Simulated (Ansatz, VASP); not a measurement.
One calculation of Bi, two programs

```xyz
1
Lattice="3.5956 0.0000 0.0000 -1.1985 3.3900 0.0000 -1.1985 -1.6950 2.9358" Properties=species:S:1:pos:R:3 pbc="T T T"
Bi    0.0000    0.0000    0.0000
```

Change from the starting cell: volume scaled by 1.15.

Alike in both runs: task single point; functional pbesol exchange, pbe correlation; k mesh 9 × 9 × 9; occupations tetrahedron; no spin polarisation.

```csv
,VASP,Ansatz
version,VASP 6.6.1,Ansatz 0.2.0
potentials or method,"VASP PAW PBE potentials, release 64 (Bi_d), cutoff 500 eV","all-electron LAPW, scalar-relativistic"
```

|  | VASP | Ansatz | Ansatz less VASP |
| --- | --- | --- | --- |
| gap on the k mesh at the Fermi level (eV) | none | none | - |
| pressure (GPa) | -7.7 | -7.6 | +0.05 |

VASP's potentials were made for PBE, not for pbesol exchange, pbe correlation. A gap of «none» marks a metal or a gap that the smearing closes. Ansatz ran all-electron here, and VASP with PAW potentials.

Neither program's run includes spin-orbit coupling.
